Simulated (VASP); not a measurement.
W:

```
W
1.0
     2.57708    0.00000    0.00000
     0.00000    2.57708    0.00000
     0.00000    0.00000    2.57708
W
1
Direct
  0.00000 0.00000 0.00000
```

- Program: VASP 6.6.1
- Task: relaxation of cell and atoms
- Functional: LDA
- Potentials or basis: VASP PAW LDA potentials, release 64 (W_sv)
- Cutoff: 600 eV
- k mesh: 12 × 12 × 12
- Occupations: fermi-dirac, width 0.1 eV
- Spin: no spin polarisation

At the start: pressure 6.5 GPa; volume 17.12 Å³/atom.

Problem. How do energy, volume and symmetry change on relaxing?

Solution. Over 4 steps the energy falls by 8.6 meV/atom and the volume is 17.55 Å³/atom (+2.5 %); space group Pm-3m (No. 221, to 0.05 Å).

The path:
```tsv
step	energy change (eV)	largest force (eV/Å)	pressure (GPa)	volume (Å³)
1	0.0000	0.0000	6.50	17.12
2	0.0613	0.0000	-15.59	18.89
3	-0.0086	0.0000	-0.18	17.56
4	-0.0086	0.0000	-0.05	17.55
```

Final structure:
```xyz
1
Lattice="2.5986 0.0000 0.0000 0.0000 2.5986 0.0000 0.0000 0.0000 2.5986" Properties=species:S:1:pos:R:3 pbc="T T T"
W     0.0000    0.0000    0.0000
```
